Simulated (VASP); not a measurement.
# Tc in VASP: further runs

Tc is run at these levels: PBE, PBEsol; tasks: single point.

Program: VASP 6.6.1. These are calculated values, not measurements. Logs are shortened: lines on timing, memory, paths and dates and some standing lists are left out, and cuts for length are marked.

## (1) The cell of the first run

The structure is hexagonal, space group P6_3/mmc (No. 194). Conventional cell: a = 2.721 Å, b = 2.721 Å, c = 8.711 Å, α = 90.00°, β = 90.00°, γ = 120.00°. Within 3.5 Å of Tc (site symmetry -6m2) lie 12 Tc at 2.69 to 2.72 Å. Within 3.5 Å of Tc (site symmetry -3m) lie 12 Tc at 2.69 to 2.72 Å.

## (2) Single point, PBE

File INCAR:

```
SYSTEM = Tc
PREC = Accurate ; ENCUT = 560
EDIFF = 1E-6 ; ISMEAR = -1
SIGMA = 0.05 ; LREAL = .False.
LASPH = .True. ; NELM = 120
ALGO = Normal ; ISIF = 2
LWAVE = .False. ; LCHARG = .False.
GGA = PE ; NBANDS = 38
GGA_COMPAT = .False.
```

File KPOINTS:

```
Automatic mesh
0
Gamma
  11 11 3
  0 0 0
```

File POSCAR:

```
Tc
1.0
    2.7209698021      0.0000000000      0.0000000000
   -1.3604849010      2.3564289715      0.0000000000
    0.0000000000      0.0000000000      8.7108257240
Tc
4
Direct
    0.6666666667      0.3333333333      0.7500000000
    0.0000000000      0.0000000000      0.5000000000
    0.3333333333      0.6666666667      0.2500000000
    0.0000000000      0.0000000000      0.0000000000
```

Potentials or basis: VASP PAW PBE potentials, release 64 (Tc_sv).

The run is started by

```sh
cat potpaw_PBE.64/Tc_sv/POTCAR > POTCAR
mpirun -np 1 vasp_std > vasp.out
```

OUTCAR:

```text
SYSTEM = Tc
   PREC = Accurate
   ENCUT = 560
   EDIFF = 1E-6
   ISMEAR = -1
   LREAL = .False.
   LASPH = .True.
   NELM = 120
   ISIF = 2
   GGA = PE

 ion  position               nearest neighbor table
   1  0.667  0.333  0.750-   2 2.69   4 2.69   2 2.69   4 2.69   2 2.69   4 2.69
   2  0.000  0.000  0.500-   1 2.69   3 2.69   3 2.69   1 2.69   1 2.69   3 2.69
   3  0.333  0.667  0.250-   2 2.69   4 2.69   2 2.69   4 2.69   2 2.69   4 2.69
   4  0.000  0.000  0.000-   1 2.69   3 2.69   3 2.69   1 2.69   1 2.69   3 2.69

  LATTYP: Found a hexagonal cell.
 ALAT       =     2.7209698021
 C/A-ratio  =     3.2013680259

  Lattice vectors:

 A1 = (   2.7209698021,   0.0000000000,   0.0000000000)
 A2 = (  -1.3604849010,   2.3564289715,   0.0000000000)
 A3 = (   0.0000000000,   0.0000000000,   8.7108257240)

Analysis of symmetry for initial positions (statically):
=====================================================================
 Subroutine PRICEL returns:
 Original cell was already a primitive cell.

 Routine SETGRP: Setting up the symmetry group for a
 hexagonal supercell.

 Subroutine GETGRP returns: Found 24 space group operations
 (whereof 12 operations were pure point group operations)
 out of a pool of 24 trial point group operations.

The static configuration has the point symmetry D_3d.
 The point group associated with its full space group is D_6h.

Analysis of symmetry for dynamics (positions and initial velocities):
=====================================================================
 Subroutine PRICEL returns:
 Original cell was already a primitive cell.

 Routine SETGRP: Setting up the symmetry group for a
 hexagonal supercell.

 Subroutine GETGRP returns: Found 24 space group operations
 (whereof 12 operations were pure point group operations)
 out of a pool of 24 trial point group operations.

The dynamic configuration has the point symmetry D_3d.
 The point group associated with its full space group is D_6h.

 Subroutine INISYM returns: Found 24 space group operations
 (whereof 12 operations are pure point group operations),
 and found     1 'primitive' translations

----------------------------------------------------------------------------------------

                                     Primitive cell

  volume of cell :      55.8518

  direct lattice vectors                    reciprocal lattice vectors
     2.720969802  0.000000000  0.000000000     0.367516023  0.212185475  0.000000000
    -1.360484901  2.356428972  0.000000000     0.000000000  0.424370949  0.000000000
     0.000000000  0.000000000  8.710825724     0.000000000  0.000000000  0.114799679

  length of vectors
     2.720969802  2.720969802  8.710825724     0.424370949  0.424370949  0.114799679

  position of ions in fractional coordinates (direct lattice)
     0.666666667  0.333333333  0.750000000
     0.000000000  0.000000000  0.500000000
     0.333333333  0.666666667  0.250000000
     0.000000000  0.000000000  0.000000000

  ion indices of the primitive-cell ions
   primitive index   ion index
                 1           1
                 2           2
                 3           3
                 4           4

----------------------------------------------------------------------------------------

 KPOINTS: Automatic mesh

Automatic generation of k-mesh.
 Grid dimensions read from file:
 generate k-points for:   11   11    3

 Generating k-lattice:

  Cartesian coordinates                     Fractional coordinates (reciprocal lattice)
     0.033410548  0.019289589  0.000000000     0.090909091  0.000000000  0.000000000
     0.000000000  0.038579177  0.000000000     0.000000000  0.090909091  0.000000000
     0.000000000  0.000000000  0.038266560     0.000000000  0.000000000  0.333333333

  Length of vectors
     0.038579177  0.038579177  0.038266560

  Shift w.r.t. Gamma in fractional coordinates (k-lattice)
     0.000000000  0.000000000  0.000000000

 Subroutine IBZKPT returns following result:
 ===========================================

 Found     32 irreducible k-points:

 Following reciprocal coordinates:
            Coordinates               Weight
  0.000000  0.000000  0.000000      1.000000
  0.090909 -0.000000  0.000000      6.000000
  0.181818  0.000000  0.000000      6.000000
  0.272727  0.000000  0.000000      6.000000
  0.363636  0.000000  0.000000      6.000000
  0.454545  0.000000  0.000000      6.000000
[... 16 lines left out ...]
  0.090909  0.090909  0.333333     12.000000
  0.181818  0.090909  0.333333     24.000000
 [... further k-points ...]
   k-points           NKPTS =     32   k-points in BZ     NKDIM =     32   number of bands    NBANDS=     38
   number of dos      NEDOS =    301   number of ions     NIONS =      4
   total plane-waves  NPLWV =  40320
   dimension x,y,z NGX =    24 NGY =   24 NGZ =   70
   dimension x,y,z NGXF=    48 NGYF=   48 NGZF=  140
   ions per type =               4
   NGX,Y,Z   is equivalent  to a cutoff of  14.66, 14.66, 13.36 a.u.
   NGXF,Y,Z  is equivalent  to a cutoff of  29.33, 29.33, 26.72 a.u.
 SYSTEM =  Tc
   PREC   = accura    normal or accurate (medium, high low for compatibility)
   ISTART =      0    job   : 0-new  1-cont  2-samecut
   ICHARG =      2    charge: 1-file 2-atom 10-const
   ISPIN  =      1    spin polarized calculation?
   LNONCOLLINEAR =      F non collinear calculations
   LSORBIT =      F    spin-orbit coupling
   LASPH  =      T    aspherical Exc in radial PAW
   ENCUT  =  560.0 eV  41.16 Ry    6.42 a.u.   5.25  5.25 16.81*2*pi/ulx,y,z
   NELM   =    120;   NELMIN=  2; NELMDL= -5     # of ELM steps
   EDIFF  = 0.1E-05   stopping-criterion for ELM
   LREAL  =      F    real-space projection
   EDIFFG = 0.1E-04   stopping-criterion for IOM
   NSW    =      0    number of steps for IOM
   IBRION =     -1    ionic relax: 0-MD 1-quasi-New 2-CG
   NFREE  =      0    steps in history (QN), initial steepest desc. (CG)
   ISIF   =      2    stress and relaxation
   ISYM   =      2    0-nonsym 1-usesym 2-fastsym
   POTIM  = 0.5000    time-step for ionic-motion
   TEBEG  =    0.0;   TEEND  =   0.0 temperature during run
   PSTRESS=    0.0 pullay stress
   NELECT =      60.0000    total number of electrons
   NUPDOWN=      -1.0000    fix difference up-down
   EMIN   =  10.00;   EMAX   =-10.00  energy-range for DOS
   EFERMI =   0.00;   METHOD = LEGACY
   ISMEAR =    -1;   SIGMA  =   0.05  broadening in eV -4-tet -1-fermi 0-gaus
   EFERMI_NEDOS =   21; number of points for ismear=-14 and -15
   IALGO  =     38    algorithm
   IMIX   =      4    mixing-type and parameters
     AMIX     =   0.40;   BMIX     =  1.00
     AMIX_MAG =   1.60;   BMIX_MAG =  1.00
  volume/ion in A,a.u.               =      13.96        94.23
  Fermi-wavevector in a.u.,A,eV,Ry     =   1.676664  3.168436 38.248741  2.811203
  Thomas-Fermi vector in A             =   2.761067
   LORBIT       =      0    0 simple, 1 ext, 2 COOP (PROOUT), +10 PAW based schemes
   GGA     = PE    functional components
   LHFCALC =     F    Hartree Fock is set to
   AEXX    =    0.0000 exact exchange contribution
   IVDW    =     0    specifies the selected vdW correction
   LEPSILON=     F    determine dielectric tensor
   LRPA    =     F    only Hartree local field effects (RPA)
 non-spin polarized calculation
  energy-cutoff  :      560.00
  volume of cell :       55.85
 maximum number of plane-waves:      1697
 NGX is ok and might be reduce to    24
   NGX = 11   NGY = 11   NGZ = 33

 number of electron      60.0000000 magnetization

 Free energy of the ion-electron system (eV)
  ---------------------------------------------------
  ext. energy  EPLUGINS =         0.00000000
  ---------------------------------------------------
  free energy    TOTEN  =       -41.39435588 eV

  energy without entropy =      -41.36754292  energy(sigma->0) =      -41.38094940

 E-fermi :  15.4156     XC(G=0): -14.0736

 val. band max:       15.3833442702   @ k =   0.0909  -0.0000   0.0000
 cond. band min:      15.4179185032   @ k =   0.3636   0.0000   0.0000
 fundamental gap:      0.0345742330
 Fermi energy:        15.4156247618

 k-point     1 :       0.0000    0.0000    0.0000
  band No.  band energies     occupation
      1     -51.5114      2.00000
      2     -51.4025      2.00000
      3     -51.3513      2.00000
      4     -51.2394      2.00000
      5     -24.1834      2.00000
      6     -23.5286      2.00000
[... 30 lines left out ...]
     37      17.3202      0.00000
     38      17.3202      0.00000

 k-point     2 :       0.0909   -0.0000    0.0000
  band No.  band energies     occupation
      1     -51.4949      2.00000
      2     -51.3906      2.00000
      3     -51.3393      2.00000
      4     -51.2321      2.00000
      5     -24.1475      2.00000
      6     -23.5402      2.00000
[... 30 lines left out ...]
     37      17.2753      0.00000
     38      17.4702      0.00000

 k-point     3 :       0.1818    0.0000    0.0000
  band No.  band energies     occupation
      1     -51.4496      2.00000
      2     -51.3585      2.00000
      3     -51.3069      2.00000
      4     -51.2135      2.00000
      5     -24.0463      2.00000
      6     -23.5974      2.00000
[... 30 lines left out ...]
     37      17.7760      0.00000
     38      17.9332      0.00000

 k-point     4 :       0.2727    0.0000    0.0000
  band No.  band energies     occupation
      1     -51.3870      2.00000
      2     -51.3160      2.00000
      3     -51.2641      2.00000
      4     -51.1918      2.00000
      5     -23.9133      2.00000
      6     -23.7344      2.00000
[... 30 lines left out ...]
     37      18.5504      0.00000
     38      18.5515      0.00000
[... 703 lines left out ...]
      4     -51.1784      2.00000
      5     -24.0646      2.00000
      6     -24.0356      2.00000
[... 30 lines left out ...]
     37      19.2276      0.00000
     38      19.9893      0.00000

 k-point    23 :       0.0909    0.0909    0.3333
  band No.  band energies     occupation
      1     -51.4487      2.00000
      2     -51.4076      2.00000
      3     -51.2774      2.00000
      4     -51.2351      2.00000
      5     -24.0068      2.00000
      6     -23.8103      2.00000
[... 30 lines left out ...]
     37      17.6701      0.00000
     38      18.2455      0.00000

 k-point    24 :       0.1818    0.0909    0.3333
  band No.  band energies     occupation
      1     -51.3969      2.00000
      2     -51.3624      2.00000
      3     -51.2479      2.00000
      4     -51.2125      2.00000
      5     -23.9170      2.00000
      6     -23.8106      2.00000
[... 30 lines left out ...]
     37      17.7787      0.00000
     38      18.3734      0.00000

 [... further k-points ...]
[... 5 lines left out ...]
  --------------------------------------------------------------------------------------
  -------------------------------------------------------------------------------------
  Total        3.2965954      3.2965954      3.9930762      0.0000000      0.0000000     -0.0000000
  in kB       94.5668293     94.5668293    114.5462250      0.0000000      0.0000000     -0.0000000
  external PRESSURE =     101.2266278 kB  Pullay stress =       0.0000000 kB

 VOLUME and BASIS-vectors are now :
 -----------------------------------------------------------------------------
  energy-cutoff  :      560.00
  volume of cell :       55.85
      direct lattice vectors                 reciprocal lattice vectors
     2.720969802  0.000000000  0.000000000     0.367516023  0.212185475  0.000000000
    -1.360484901  2.356428972  0.000000000     0.000000000  0.424370949  0.000000000
     0.000000000  0.000000000  8.710825724     0.000000000  0.000000000  0.114799679

 POSITION                                       TOTAL-FORCE (eV/Angst)
 -----------------------------------------------------------------------------------
      1.36048      0.78548      6.53312        -0.000000      0.000000     -0.000000
      0.00000      0.00000      4.35541        -0.000000      0.000000     -0.000000
     -0.00000      1.57095      2.17771         0.000000     -0.000000      0.000000
      0.00000      0.00000      0.00000        -0.000000      0.000000     -0.000000
 -----------------------------------------------------------------------------------
    total drift:                               -0.000000      0.000000     -0.000000

  FREE ENERGIE OF THE ION-ELECTRON SYSTEM (eV)
  ---------------------------------------------------
  free  energy   TOTEN  =       -41.3943558812 eV

  energy  without entropy=      -41.3675429227  energy(sigma->0) =      -41.38094940
```

Wall time 61 s (1 thread of AMD EPYC 9R45 (Zen 5), shared host); peak memory 0.18 GiB.

Results:

| Item | Value |
| --- | --- |
| Free energy | -41.3944 eV |
| Pressure | 10.1 GPa |
| Band gap on the k mesh | zero (bands 30 and 31 overlap by 3.05 eV) |

Levels at points of the mesh, in eV from the Fermi level:
```csv
k point,band 28,band 29,band 30,band 31,band 32,band 33
"(0.00, 0.00, 0.00)",-1.31,-1.31,-1.19,-1.19,0.27,0.27
```

Caveat: the cell stands under pressure.

(Continued in part 2 of 2.)

The gap in the log of VASP goes by the Fermi energy; the results here count the filled bands.